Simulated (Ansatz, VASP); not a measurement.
**One calculation of TaN, two programs**

File INCAR:

```
  ALGO = Normal
  EDIFF = 1E-6
  ENCUT = 600
  GGA = PS
  GGA_COMPAT = False
  ISIF = 2
  ISMEAR = -1
  IVDW = 12
  LASPH = True
  LCHARG = False
  LREAL = False
  LWAVE = False
  NBANDS = 15
  NELM = 120
  PREC = Accurate
  SIGMA = 0.05
```

File KPOINTS:

```
k-points
0
Gamma
  10 10 10
```

Contents of POSCAR:

```
TaN
1.0
    0.0000000000      2.1964814589      2.1964814589
    2.1964814589      0.0000000000      2.1964814589
    2.1964814589      2.1964814589      0.0000000000
Ta N
1 1
Direct
    0.5000000000      0.5000000000      0.5000000000
    0.0000000000      0.0000000000      0.0000000000
```

The input input.yaml:

```yaml
crystal:
  lattice:
    - [0.0, 2.1964814589, 2.1964814589]
    - [2.1964814589, 0.0, 2.1964814589]
    - [2.1964814589, 2.1964814589, 0.0]
  atoms:
    - { symbol: Ta, position: [0.5, 0.5, 0.5] }
    - { symbol: "N", position: [0.0, 0.0, 0.0] }
hamiltonian:
  xc: pbesol
  pseudopotentials: { kind: paw }
  dispersion: d3bj
kpoints:
  mp_grid: { grid: [10, 10, 10] }
scf:
  occupations: { method: fermi_dirac, width: 0.05 }
output:
  forces: true
  stress: true
  eigenvalues: true
  write_density: true
  write_potential: true
  elf: true
  volumetric_format: npy
```

Alike in both runs: task single point; functional PBEsol; dispersion D3(BJ); k mesh 10 × 10 × 10; occupations fermi-dirac, width 0.05 eV; no spin polarisation.

```csv
,VASP,Ansatz
version,VASP 6.6.1,Ansatz 0.2.0
potentials or method,"VASP PAW PBE potentials, release 64 (Ta_pv, N)",Ansatz PAW
plane-wave cutoff (eV),600,420
valence electrons in the cell,16,18
```

```tsv
	VASP	Ansatz	Ansatz less VASP
gap on the k mesh at the Fermi level (eV)	none	none	-
pressure (GPa)	-10.5	-11.3	-0.84
```

VASP's potentials were made for PBE, not for PBEsol. A gap of «none» marks a metal or a gap that the smearing closes. VASP's potentials hold 16 valence electrons a cell and Ansatz's 18, so a difference there can come from the potentials and not from the codes.

Neither program's run includes spin-orbit coupling.
